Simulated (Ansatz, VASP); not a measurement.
# P in VASP and in Ansatz

Contents of INCAR:

```
SYSTEM = P
PREC     = Accurate       ! precision mode
ENCUT    = 600            ! plane-wave cutoff, eV
EDIFF    = 1E-6           ! SCF threshold, eV
ISMEAR   = 0              ! smearing method
SIGMA    = 0.1            ! smearing width, eV
LREAL    = .False.        ! projectors in reciprocal space
LASPH    = .True.         ! aspherical terms in the spheres
NELM     = 60             ! most SCF steps
ALGO     = Normal         ! electronic algorithm
ISIF     = 3              ! what is computed and relaxed
LWAVE    = .False.        ! write WAVECAR
LCHARG   = .False.        ! write CHGCAR
GGA      = PE             ! functional
IBRION   = 2              ! ionic algorithm
NSW      = 90             ! ionic steps
EDIFFG   = -0.04          ! ionic threshold
```

Contents of KPOINTS:

```
Automatic mesh
0
Gamma
  6 6 4
  0 0 0
```

POSCAR

```
P
1.0
    4.9254594400      0.0000000000      0.0000000000
   -2.4627297200      4.2655730000      0.0000000000
    0.0000000000      0.0000000000      4.6630657300
P
6
Direct
    0.2340405300      0.4680810500      0.2500000000
    0.5319189500      0.7659594700      0.5833333300
    0.2340405300      0.7659594700      0.9166666700
    0.7659594700      0.5319189500      0.7500000000
    0.4680810500      0.2340405300      0.0833333300
    0.7659594700      0.2340405300      0.4166666700
```

Input for Ansatz:

```yaml
crystal:
  lattice:
    - [4.92545944, 0.0, 0.0]
    - [-2.46272972, 4.265573, 0.0]
    - [0.0, 0.0, 4.66306573]
  atoms:
    - { symbol: P, position: [0.23404053, 0.46808105, 0.25] }
    - { symbol: P, position: [0.53191895, 0.76595947, 0.58333333] }
    - { symbol: P, position: [0.23404053, 0.76595947, 0.91666667] }
    - { symbol: P, position: [0.76595947, 0.53191895, 0.75] }
    - { symbol: P, position: [0.46808105, 0.23404053, 0.08333333] }
    - { symbol: P, position: [0.76595947, 0.23404053, 0.41666667] }
basis:
  ecutwfc: 420
kpoints:
  mp_grid: { grid: [6, 6, 4] }
hamiltonian:
  xc: pbe
scf:
  occupations: { method: gaussian, width: 0.1 }
  lower_state_search: "off"
output:
  forces: true
  stress: true
  eigenvalues: true
relax:
  adjacent_minimum: "off"
  f_tol: 0.04
  max_steps: 70
  cell: { stress_tol: 0.4 }
```

Alike in both runs: task relaxation of cell and atoms; functional PBE; k mesh 6 × 6 × 4; occupations gaussian, width 0.1 eV; no spin polarisation.

|  | VASP | Ansatz |
| --- | --- | --- |
| version | VASP 6.6.1 | Ansatz 0.2.0 |
| potentials or method | VASP PAW PBE potentials, release 64 (P), cutoff 600 eV | scalar-relativistic, plane waves, PAW |
| valence electrons in the cell | 30 | 30 |

```tsv
	VASP	Ansatz	Ansatz less VASP
gap on the k mesh at the Fermi level, each at its own relaxed structure (eV)	none	none	-
relaxed volume (Å³/atom)	24.34	24.36	+0.016
relaxed cell length with the largest relative difference (Å)	4.870	4.901	+0.0304
```

A gap of «none» marks a metal or a gap that the smearing closes.

Noted on VASP's run: the volume moved by over 15 % at a fixed basis, so the end points are rough.
